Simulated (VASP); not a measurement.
# CuO (P1) in VASP: further runs

Aim: see how the results for CuO move with the level of theory and the settings. Levels: LDA+U, PBEsol+U, PBE+U. Tasks: single point.

Everything below comes from runs of VASP 6.6.1. Logs are shortened: lines on timing, memory, paths and dates and some standing lists are left out, and cuts for length are marked.

## 1. The cell of the first run

The typed cell holds 2 atoms: a = 2.993 Å, b = 2.993 Å, c = 2.993 Å, α = 60.00°, β = 60.00°, γ = 60.00°.

## 2. Single point, LDA+U

The input, INCAR:

```
PREC = Accurate ; ENCUT = 520
EDIFF = 1E-6 ; ISMEAR = -1
SIGMA = 0.05 ; LREAL = F
LASPH = T ; NELM = 150
ALGO = Normal ; ISIF = 2
LWAVE = F ; LCHARG = F
LMAXMIX = 4 ; LDAU = T
LDAUTYPE = 2 ; LDAUL = 2 -1
LDAUU = 5.3 0 ; LDAUJ = 0 0
LDAUPRINT = 1 ; NBANDS = 16
```

The input, KPOINTS:

```
Automatic mesh
0
Gamma
  11 11 11
```

The input, POSCAR:

```
CuO
1.0
    0.0000000000      2.1165600000      2.1165600000
    2.1165600000      0.0000000000      2.1165600000
    2.1165600000      2.1165600000      0.0000000000
Cu O
1 1
Direct
    0.0294977200      0.0281008700      0.9080259900
    0.4705022800      0.4718991300      0.5919740100
```

Potentials or basis: VASP PAW LDA potentials, release 64 (Cu, O).

On the command line:

```console
$ cat potpaw_LDA.64/Cu/POTCAR potpaw_LDA.64/O/POTCAR > POTCAR
$ mpirun -np 1 vasp_std > vasp.out
```

OUTCAR:

```text
PREC = Accurate
   ENCUT = 520
   EDIFF = 1E-6
   ISMEAR = -1
   LREAL = F
   LASPH = T
   NELM = 150
   ISIF = 2

 ion  position               nearest neighbor table
   1  0.029  0.028  0.908-   2 1.88   2 1.89   2 1.91
   2  0.471  0.472  0.592-   1 1.88   1 1.89   1 1.91

  LATTYP: Found a face centered cubic cell.
 ALAT       =     4.2331200000

  Lattice vectors:

 A1 = (   0.0000000000,   2.1165600000,   2.1165600000)
 A2 = (   2.1165600000,   0.0000000000,   2.1165600000)
 A3 = (   2.1165600000,   2.1165600000,   0.0000000000)

Analysis of symmetry for initial positions (statically):
=====================================================================
 Subroutine PRICEL returns:
 Original cell was already a primitive cell.

 Routine SETGRP: Setting up the symmetry group for a
 face centered cubic supercell.

 Subroutine GETGRP returns: Found  1 space group operations
 (whereof  1 operations were pure point group operations)
 out of a pool of 48 trial point group operations.

The static configuration has the point symmetry C_1 .

Analysis of symmetry for dynamics (positions and initial velocities):
=====================================================================
 Subroutine PRICEL returns:
 Original cell was already a primitive cell.

 Routine SETGRP: Setting up the symmetry group for a
 face centered cubic supercell.

 Subroutine GETGRP returns: Found  1 space group operations
 (whereof  1 operations were pure point group operations)
 out of a pool of 48 trial point group operations.

The dynamic configuration has the point symmetry C_1 .

 Subroutine INISYM returns: Found  1 space group operations
 (whereof  1 operations are pure point group operations),
 and found     1 'primitive' translations

----------------------------------------------------------------------------------------

                                     Primitive cell

  volume of cell :      18.9636

  direct lattice vectors                    reciprocal lattice vectors
     0.000000000  2.116560000  2.116560000    -0.236232377  0.236232377  0.236232377
     2.116560000  0.000000000  2.116560000     0.236232377 -0.236232377  0.236232377
     2.116560000  2.116560000  0.000000000     0.236232377  0.236232377 -0.236232377

  length of vectors
     2.993267858  2.993267858  2.993267858     0.409166479  0.409166479  0.409166479

  position of ions in fractional coordinates (direct lattice)
     0.029497720  0.028100870  0.908025990
     0.470502280  0.471899130  0.591974010

  ion indices of the primitive-cell ions
   primitive index   ion index
                 1           1
                 2           2

----------------------------------------------------------------------------------------

 KPOINTS: Automatic mesh

Automatic generation of k-mesh.
 Grid dimensions read from file:
 generate k-points for:   11   11   11

 Generating k-lattice:

  Cartesian coordinates                     Fractional coordinates (reciprocal lattice)
    -0.021475671  0.021475671  0.021475671     0.090909091  0.000000000  0.000000000
     0.021475671 -0.021475671  0.021475671     0.000000000  0.090909091  0.000000000
     0.021475671  0.021475671 -0.021475671     0.000000000  0.000000000  0.090909091

  Length of vectors
     0.037196953  0.037196953  0.037196953

  Shift w.r.t. Gamma in fractional coordinates (k-lattice)
     0.000000000  0.000000000  0.000000000

 Subroutine IBZKPT returns following result:
 ===========================================

 Found    666 irreducible k-points:

 Following reciprocal coordinates:
            Coordinates               Weight
  0.000000  0.000000  0.000000      1.000000
  0.090909  0.000000  0.000000      2.000000
  0.000000  0.090909  0.000000      2.000000
  0.000000  0.000000  0.090909      2.000000
  0.090909  0.090909  0.090909      2.000000
  0.181818  0.000000  0.000000      2.000000
[... 16 lines left out ...]
  0.000000  0.090909  0.090909      2.000000
  0.090909  0.000000  0.090909      2.000000
 [... further k-points ...]
   k-points           NKPTS =    666   k-points in BZ     NKDIM =    666   number of bands    NBANDS=     16
   number of dos      NEDOS =    301   number of ions     NIONS =      2
   total plane-waves  NPLWV =  13824
   dimension x,y,z NGX =    24 NGY =   24 NGZ =   24
   dimension x,y,z NGXF=    48 NGYF=   48 NGZF=   48
   ions per type =               1   1
   NGX,Y,Z   is equivalent  to a cutoff of  13.33, 13.33, 13.33 a.u.
   NGXF,Y,Z  is equivalent  to a cutoff of  26.66, 26.66, 26.66 a.u.
 SYSTEM =  unknown system
   PREC   = accura    normal or accurate (medium, high low for compatibility)
   ISTART =      0    job   : 0-new  1-cont  2-samecut
   ICHARG =      2    charge: 1-file 2-atom 10-const
   ISPIN  =      1    spin polarized calculation?
   LNONCOLLINEAR =      F non collinear calculations
   LSORBIT =      F    spin-orbit coupling
   LASPH  =      T    aspherical Exc in radial PAW
   ENCUT  =  520.0 eV  38.22 Ry    6.18 a.u.   5.57  5.57  5.57*2*pi/ulx,y,z
   NELM   =    150;   NELMIN=  2; NELMDL= -5     # of ELM steps
   EDIFF  = 0.1E-05   stopping-criterion for ELM
   LREAL  =      F    real-space projection
   EDIFFG = 0.1E-04   stopping-criterion for IOM
   NSW    =      0    number of steps for IOM
   IBRION =     -1    ionic relax: 0-MD 1-quasi-New 2-CG
   NFREE  =      0    steps in history (QN), initial steepest desc. (CG)
   ISIF   =      2    stress and relaxation
   ISYM   =      2    0-nonsym 1-usesym 2-fastsym
   POTIM  = 0.5000    time-step for ionic-motion
   TEBEG  =    0.0;   TEEND  =   0.0 temperature during run
   PSTRESS=    0.0 pullay stress
   NELECT =      17.0000    total number of electrons
   NUPDOWN=      -1.0000    fix difference up-down
   EMIN   =  10.00;   EMAX   =-10.00  energy-range for DOS
   EFERMI =   0.00;   METHOD = LEGACY
   ISMEAR =    -1;   SIGMA  =   0.05  broadening in eV -4-tet -1-fermi 0-gaus
   EFERMI_NEDOS =   21; number of points for ismear=-14 and -15
   IALGO  =     38    algorithm
   IMIX   =      4    mixing-type and parameters
     AMIX     =   0.40;   BMIX     =  1.00
     AMIX_MAG =   1.60;   BMIX_MAG =  1.00
  volume/ion in A,a.u.               =       9.48        63.99
  Fermi-wavevector in a.u.,A,eV,Ry     =   1.578522  2.982973 33.902055  2.491731
  Thomas-Fermi vector in A             =   2.679040
   LORBIT       =      0    0 simple, 1 ext, 2 COOP (PROOUT), +10 PAW based schemes
 LDA+U is selected, type is set to LDAUTYPE =  2
   angular momentum for each species LDAUL =     2   -1
   U (eV)           for each species LDAUU =   5.3  0.0
   J (eV)           for each species LDAUJ =   0.0  0.0
   GGA     = CA    functional components
   LHFCALC =     F    Hartree Fock is set to
   AEXX    =    0.0000 exact exchange contribution
   IVDW    =     0    specifies the selected vdW correction
   LEPSILON=     F    determine dielectric tensor
   LRPA    =     F    only Hartree local field effects (RPA)
 non-spin polarized calculation
  energy-cutoff  :      520.00
  volume of cell :       18.96
 maximum number of plane-waves:       532
   NGX = 11   NGY = 11   NGZ = 11

atom =   1  type =  1  l = 2

 onsite density matrix

spin component  1

  0.9639 -0.0002 -0.0135 -0.0003  0.0000
 -0.0002  0.9648 -0.0059 -0.0000  0.0101
 -0.0135 -0.0059  0.8929 -0.0061  0.0005
 -0.0003 -0.0000 -0.0061  0.9646 -0.0105
  0.0000  0.0101  0.0005 -0.0105  0.8894

spin component  2

  0.9639 -0.0002 -0.0135 -0.0003  0.0000
 -0.0002  0.9648 -0.0059 -0.0000  0.0101
 -0.0135 -0.0059  0.8929 -0.0061  0.0005
 -0.0003 -0.0000 -0.0061  0.9646 -0.0105
  0.0000  0.0101  0.0005 -0.0105  0.8894

 occupancies and eigenvectors

  o =  0.8866  v = -0.0238 -0.1365 -0.1357  0.1198  0.9737  0.0000  0.0000  0.0000  0.0000  0.0000      0.0000  0.0000  0.0000  0.0000  0.0000  0.0000  0.0000  0.0000  0.0000  0.0000
  o =  0.8866  v =  0.0000  0.0000  0.0000  0.0000  0.0000 -0.0238 -0.1365 -0.1357  0.1198  0.9737      0.0000  0.0000  0.0000  0.0000  0.0000  0.0000  0.0000  0.0000  0.0000  0.0000
  o =  0.8896  v =  0.1761  0.0581  0.9684  0.0977  0.1354  0.0000  0.0000  0.0000  0.0000  0.0000      0.0000  0.0000  0.0000  0.0000  0.0000  0.0000  0.0000  0.0000  0.0000  0.0000
  o =  0.8896  v =  0.0000  0.0000  0.0000  0.0000  0.0000  0.1761  0.0581  0.9684  0.0977  0.1354      0.0000  0.0000  0.0000  0.0000  0.0000  0.0000  0.0000  0.0000  0.0000  0.0000
  o =  0.9647  v =  0.0000  0.0000  0.0000  0.0000  0.0000  0.5885 -0.5684 -0.0154 -0.5747  0.0032      0.0000  0.0000  0.0000  0.0000  0.0000  0.0000  0.0000  0.0000  0.0000  0.0000
  o =  0.9647  v =  0.5885 -0.5684 -0.0154 -0.5747  0.0032  0.0000  0.0000  0.0000  0.0000  0.0000      0.0000  0.0000  0.0000  0.0000  0.0000  0.0000  0.0000  0.0000  0.0000  0.0000
  o =  0.9673  v =  0.7836  0.3255 -0.2077  0.4860 -0.0240  0.0000  0.0000  0.0000  0.0000  0.0000      0.0000  0.0000  0.0000  0.0000  0.0000  0.0000  0.0000  0.0000  0.0000  0.0000
  o =  0.9673  v =  0.0000  0.0000  0.0000  0.0000  0.0000  0.7836  0.3255 -0.2077  0.4860 -0.0240      0.0000  0.0000  0.0000  0.0000  0.0000  0.0000  0.0000  0.0000  0.0000  0.0000
  o =  0.9675  v =  0.0000  0.0000  0.0000  0.0000  0.0000 -0.0890 -0.7409  0.0215  0.6400 -0.1818      0.0000  0.0000  0.0000  0.0000  0.0000  0.0000  0.0000  0.0000  0.0000  0.0000
  o =  0.9675  v = -0.0890 -0.7409  0.0215  0.6400 -0.1818  0.0000  0.0000  0.0000  0.0000  0.0000      0.0000  0.0000  0.0000  0.0000  0.0000  0.0000  0.0000  0.0000  0.0000  0.0000

 number of electron      17.0000002 magnetization

 Free energy of the ion-electron system (eV)
  ---------------------------------------------------
  ext. energy  EPLUGINS =         0.00000000
  ---------------------------------------------------
  free energy    TOTEN  =        -9.25243346 eV

  energy without entropy =       -9.23192554  energy(sigma->0) =       -9.24217950

 E-fermi :   5.0831     XC(G=0): -12.8278

 val. band max:        5.0822051857   @ k =  -0.3636  -0.0909  -0.1818
 cond. band min:       5.0831843183   @ k =   0.1818   0.0909   0.0000
 fundamental gap:      0.0009791326
 Fermi energy:         5.0830771590

 k-point     1 :       0.0000    0.0000    0.0000
  band No.  band energies     occupation
      1     -13.7825      2.00000
      2       0.3843      2.00000
      3       0.4194      2.00000
      4       0.8292      2.00000
      5       1.7778      2.00000
      6       1.8245      2.00000
[... 8 lines left out ...]
     15      27.5089      0.00000
     16      27.5171      0.00000
[... 419 lines left out ...]
 k-point    24 :       0.0909    0.0000    0.0909
  band No.  band energies     occupation
      1     -13.6733      2.00000
      2       0.0754      2.00000
      3       0.3955      2.00000
      4       0.8836      2.00000
      5       1.7452      2.00000
      6       1.8643      2.00000
[... 8 lines left out ...]
     15      26.8711      0.00000
     16      28.5801      0.00000

 [... further k-points ...]
[... 5 lines left out ...]
  --------------------------------------------------------------------------------------
  -------------------------------------------------------------------------------------
  Total       -0.2852662     -0.3635776     -0.6168587     -0.2555343      0.1856010      0.2000813
  in kB      -24.1012272    -30.7175051    -52.1164103    -21.5892698     15.6808369     16.9042310
  external PRESSURE =     -35.6450475 kB  Pullay stress =       0.0000000 kB

 VOLUME and BASIS-vectors are now :
 -----------------------------------------------------------------------------
  energy-cutoff  :      520.00
  volume of cell :       18.96
      direct lattice vectors                 reciprocal lattice vectors
     0.000000000  2.116560000  2.116560000    -0.236232377  0.236232377  0.236232377
     2.116560000  0.000000000  2.116560000     0.236232377 -0.236232377  0.236232377
     2.116560000  2.116560000  0.000000000     0.236232377  0.236232377 -0.236232377

 POSITION                                       TOTAL-FORCE (eV/Angst)
 -----------------------------------------------------------------------------------
      1.98137      1.98433      0.12191         0.427190      0.385282     -0.261814
      2.25175      2.24879      1.99465        -0.427190     -0.385282      0.261814
 -----------------------------------------------------------------------------------
    total drift:                                0.000068     -0.000004      0.000339

  FREE ENERGIE OF THE ION-ELECTRON SYSTEM (eV)
  ---------------------------------------------------
  free  energy   TOTEN  =        -9.2524334577 eV

  energy  without entropy=       -9.2319255388  energy(sigma->0) =       -9.24217950
```

Wall time 59 s (1 thread of Intel Xeon 6975P-C (Granite Rapids), shared host); peak memory 0.3 GiB.

Results:

- Free energy: -9.2524 eV
- Pressure: -3.6 GPa
- Largest force: 0.632 eV/Å

Forces in eV/Å, atoms in the order of the input:
```
Cu   0.427  0.385 -0.262
O   -0.427 -0.385  0.262
```

Levels at points of the mesh, in eV from the Fermi level:
```csv
k point,band 6,band 7,band 8,band 9,band 10,band 11,band 12,band 13
"(0.00, 0.00, 0.00)",-3.26,-0.44,-0.15,-0.12,2.26,17.48,18.19,18.26
```

Eigenvalues of the final occupation matrices:
```tsv
site	spin	trace	eigenvalues
site 1 d	1	4.68	0.89 0.89 0.96 0.97 0.97
site 1 d	2	4.68	0.89 0.89 0.96 0.97 0.97
```

Caveat: an odd number of electrons without spin polarisation forces a metal; a magnetic or distorted state may lie lower; U without spin polarisation on a metal has little footing.

## 3. Single point, PBEsol+U

The input, INCAR:

```
SYSTEM = CuO
  ALGO = Normal
  EDIFF = 1E-7
  ENCUT = 520
  GGA = PS
  ISIF = 2
  ISMEAR = -1
  LASPH = .TRUE.
  LCHARG = .TRUE.
  LDAU = .TRUE.
  LDAUJ = 0 0
  LDAUL = 2 -1
  LDAUPRINT = 1
  LDAUTYPE = 2
  LDAUU = 4.5 0
  LELF = .TRUE.
  LMAXMIX = 4
  LREAL = .FALSE.
  LVHAR = .TRUE.
  LWAVE = .FALSE.
  NBANDS = 16
  NELM = 150
  PREC = Accurate
  SIGMA = 0.05
```

The input, KPOINTS:

```
k-points
0
G
  11 11 11
  0 0 0
```

POSCAR is that of step 2.

Potentials or basis: VASP PAW PBE potentials, release 64 (Cu, O).

On the command line:

```console
$ cat potpaw_PBE.64/Cu/POTCAR potpaw_PBE.64/O/POTCAR > POTCAR
$ mpirun -np 1 vasp_std > vasp.out
```

Wall time 64 s (1 thread of Intel Xeon 6975P-C (Granite Rapids), shared host); peak memory 0.31 GiB.

Results (log left out):

```yaml
Free_energy: -8.5508 eV
Pressure: 4.6 GPa
Largest_force: 0.799 eV/Å
```

Forces on the atoms (eV/Å):
```
Cu   0.532  0.485 -0.346
O   -0.532 -0.485  0.346
```

Stress tensor (GPa, compression positive):
```
 5.84 -3.01  2.46
-3.01  5.13  2.31
 2.46  2.31  2.82
```

Levels at points of the mesh, in eV from the Fermi level:
| k point | band 5 | band 6 | band 7 | band 8 | band 9 | band 10 | band 11 | band 12 | band 13 | band 14 |
| --- | --- | --- | --- | --- | --- | --- | --- | --- | --- | --- |
| (0.00, 0.00, 0.00) | -3.16 | -3.12 | -0.48 | -0.16 | -0.13 | 2.05 | 17.36 | 18.16 | 18.24 | 19.15 |

Eigenvalues of the final occupation matrices:
| site | spin | trace | eigenvalues |
| --- | --- | --- | --- |
| site 1 d | 1 | 4.66 | 0.88 0.88 0.96 0.97 0.97 |
| site 1 d | 2 | 4.66 | 0.88 0.88 0.96 0.97 0.97 |

Caveat: the PAW data sets were made with another functional, which shifts forces and pressure a little; an odd number of electrons without spin polarisation forces a metal; a magnetic or distorted state may lie lower; U without spin polarisation on a metal has little footing.

## 4. Single point, PBE+U

The input, INCAR:

```
SYSTEM = CuO
  PREC = Accurate
  ENCUT = 520
  EDIFF = 1E-6
  ISMEAR = -1
  SIGMA = 0.05
  LREAL = .False.
  LASPH = .True.
  NELM = 150
  ALGO = Normal
  ISIF = 2
  LWAVE = .False.
  LCHARG = .False.
  LMAXMIX = 4
  LDAU = .True.
  LDAUTYPE = 2
  LDAUL = 2 -1
  LDAUU = 5.3 0
  LDAUJ = 0 0
  LDAUPRINT = 1
  GGA = PE
  NBANDS = 16
```

The input, KPOINTS:

```
regular mesh
0
Gamma
  11 11 11
  0 0 0
```

POSCAR is that of step 3.

On the command line:

```console
$ cat potpaw_PBE.64/Cu/POTCAR potpaw_PBE.64/O/POTCAR > POTCAR
$ mpirun -np 1 vasp_std > vasp.out
```

Run time: 79 s. Hardware: 1 thread of Intel Xeon 6975P-C (Granite Rapids), shared host; peak memory 0.3 GiB.

It converged, with:

| Item | Value |
| --- | --- |
| Free energy | -7.3561 eV |
| Pressure | 13.4 GPa |
| Largest force | 0.944 eV/Å |

Forces on the atoms (eV/Å):
```
Cu   0.620  0.571 -0.425
O   -0.620 -0.571  0.425
```

Stress tensor (GPa, compression positive):
```
14.62 -3.51  2.95
-3.51 13.91  2.81
 2.95  2.81 11.60
```

Levels at points of the mesh, in eV from the Fermi level:
| k point | band 5 | band 6 | band 7 | band 8 | band 9 | band 10 | band 11 | band 12 | band 13 | band 14 |
| --- | --- | --- | --- | --- | --- | --- | --- | --- | --- | --- |
| (0.00, 0.00, 0.00) | -3.28 | -3.23 | -0.49 | -0.15 | -0.11 | 2.26 | 17.65 | 18.34 | 18.41 | 19.44 |

Eigenvalues of the final occupation matrices:
```csv
site,spin,trace,eigenvalues
site 1 d,1,4.67,0.88 0.89 0.97 0.97 0.97
site 1 d,2,4.67,0.88 0.89 0.97 0.97 0.97
```

Caveat: an odd number of electrons without spin polarisation forces a metal; a magnetic or distorted state may lie lower; U without spin polarisation on a metal has little footing.

## 5. Summary

```csv
level,potentials or basis,U,gap on the mesh (eV),pressure (GPa),largest force (eV/Å)
LDA+U,"VASP PAW LDA potentials, release 64 (Cu, O)",Cu d U = 5.3 eV,none,-3.6,0.63
PBEsol+U,"VASP PAW PBE potentials, release 64 (Cu, O)",Cu d U = 4.5 eV,none,4.6,0.80
PBE+U,"VASP PAW PBE potentials, release 64 (Cu, O)",Cu d U = 5.3 eV,none,13.4,0.94
```

Alike in all rows: task single point; no spin polarisation; cell as given; k mesh 11 × 11 × 11; cutoff (eV) 520; smearing fermi-dirac 0.05 eV.

Caveats: an odd number of electrons without spin polarisation forces a metal; a magnetic or distorted state may lie lower; U without spin polarisation on a metal has little footing; the PAW data sets were made with another functional, which shifts forces and pressure a little (some runs).

Total energies depend on the potentials used, so only differences within one code and one set of settings carry meaning.
